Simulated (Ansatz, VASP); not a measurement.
One calculation of Ga, two programs

```
Ga
1.0
     3.90884    0.00000    0.00000
    -1.95442    3.38516    0.00000
     0.00000    0.00000    4.43471
Ga
3
Direct
  0.22540 0.00000 0.33333
  0.00000 0.22540 0.66667
  0.77460 0.77460 0.00000
```

Alike in both runs: task relaxation of cell and atoms; functional r2SCAN; k mesh 6 × 6 × 4; occupations gaussian, width 0.1 eV; no spin polarisation.

```csv
,VASP,Ansatz
version,VASP 6.6.1,Ansatz 0.2.0
potentials or method,"VASP PAW PBE potentials, release 64 (Ga_d), cutoff 600 eV","scalar-relativistic, plane waves, PAW"
valence electrons in the cell,39,39
```

Ansatz gave:

```
gap on the k mesh at the Fermi level, each at its own relaxed structure (eV) : none
relaxed volume (Å³/atom)                                                     : 19.01
relaxed cell length with the largest relative difference (Å)                 : 4.056
```

Q: What did VASP give for the same quantities?

A: gap on the k mesh at the Fermi level, each at its own relaxed structure (eV): none; relaxed volume (Å³/atom): 18.66; relaxed cell length with the largest relative difference (Å): 5.331.

VASP's potentials were made for PBE, not for r2SCAN. A gap of «none» marks a metal or a gap that the smearing closes. One of these differences is far larger than is usual between the two programs; its cause wasn't traced.
